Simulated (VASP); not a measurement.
WSe2, 6 atoms in the cell. Symmetry: P6_3/mmc, No. 194, hexagonal system. The conventional cell has a = 3.377 Å, b = 3.377 Å, c = 12.789 Å, α = 90.00°, β = 90.00°, γ = 120.00°. W (site symmetry -6m2) has 6 Se at 2.58 Å and 6 W at 3.38 Å within 3.4 Å. Se (site symmetry 3m) has 3 W at 2.58 Å and 7 Se at 3.37 to 3.38 Å within 3.4 Å.  This cell differs from its parent crystal: strain +0.030 along x and y, +0.000 along z.

```yaml
Program: VASP 6.6.1
Task: single point
Functional: PBE
Dispersion: D3(BJ)
Potentials_or_basis: VASP PAW PBE potentials, release 64 (W_sv, Se)
Cutoff: 520 eV
k_mesh: 12 × 12 × 2
Occupations: gaussian, width 0.05 eV
Spin: no spin polarisation
Dipole_correction: no
Further_INCAR_settings: ALGO = Normal; EDIFF = 1e-07; NBANDS = 35
```

Potentials or basis: VASP PAW PBE potentials, release 64 (W_sv, Se).

Launch:

```sh
$ cat potpaw_PBE.64/W_sv/POTCAR potpaw_PBE.64/Se/POTCAR > POTCAR
$ mpirun -np 1 vasp_std > vasp.out
```

Hardware: 1 thread of AMD EPYC 9R45 96-Core Processor (Zen 5), with other jobs on the host.

Q: How long does it take, and how much memory?

A: It took 2 min on 1 thread of AMD EPYC 9R45 96-Core Processor (Zen 5), on a shared host, peak memory 0.3 GiB. Counts: scf iterations 15, k points 38.
